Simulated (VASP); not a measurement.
Input of a VASP 6.6.1 run:

Contents of INCAR:

```
PREC = Accurate
ENCUT = 520
EDIFF = 1E-6
ISMEAR = -1
SIGMA = 0.05
LREAL = F
LASPH = T
NELM = 60
ALGO = Fast
ISIF = 2
LWAVE = F
LCHARG = F
GGA = RP
NBANDS = 7
```

Contents of KPOINTS:

```
regular mesh
0
Gamma
  10 10 10
```

The input POSCAR:

```
Mg
1.0
    0.0000000000      2.2845509863      2.2845509863
    2.2845509863      0.0000000000      2.2845509863
    2.2845509863      2.2845509863      0.0000000000
Mg
1
Direct
    0.0000000000      0.0000000000      0.0000000000
```

Potentials or basis: VASP PAW PBE potentials, release 64 (Mg).

Command:

```bash
$ cat potpaw_PBE.64/Mg/POTCAR > POTCAR
$ mpirun -np 1 vasp_std > vasp.out
```

Problem. Estimate the band gap on the k mesh.

Solution. Zero (band 1 reaches 3.36 eV, above the bottom of band 2 at 1.27 eV).

Problem. What does it give for the pressure?

Solution. -0.2 GPa.

Caveat: the PAW data sets were made with another functional, which shifts forces and pressure a little.
